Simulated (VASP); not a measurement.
**HgTe: single point with PBEsol**

The system is HgTe.

```
Hg Te
1.0
     0.00000    3.28916    3.28916
     3.28916    0.00000    3.28916
     3.28916    3.28916    0.00000
Hg Te
1 1
Direct
  0.00000 0.00000 0.00000
  0.25000 0.25000 0.25000
```

```json
{"Program": "VASP 6.6.1", "Task": "single point", "Functional": "PBEsol", "Potentials or basis": "VASP PAW PBE potentials, release 64 (Hg, Te)", "Cutoff": "500 eV", "k mesh": "4 × 4 × 4", "Occupations": "fermi-dirac, width 0.02 eV", "Spin": "no spin polarisation", "Dipole correction": "no", "Further INCAR settings": "ALGO = Normal; EDIFF = 1e-06; NBANDS = 16"}
```

```json
{
 "Pressure": "-0.7 GPa",
 "Band gap on the k mesh": "zero (filled and empty bands touch)"
}
```

Levels at points of the mesh, in eV from the Fermi level:
```
           k point  band 7  band 8  band 9  band 10  band 11  band 12
(0.00, 0.00, 0.00)   -0.95   -0.01   -0.01    -0.01     4.24     4.24
(0.50, 0.00, 0.00)   -5.23   -0.91   -0.91     0.61     5.00     5.00
(0.50, 0.50, 0.00)   -5.22   -2.10   -2.10     1.83     2.49     7.91
```

It took 20 s on 1 thread of Intel Xeon 8259CL (shared host), peak memory 0.2 GiB.

Caveat: the k points lie up to 0.41 Å⁻¹ apart; semilocal functionals underestimate gaps, and a narrow one can read as zero; the PAW data sets were made with another functional, which shifts forces and pressure a little; spin-orbit coupling is left out, which moves the levels of the heavy elements.
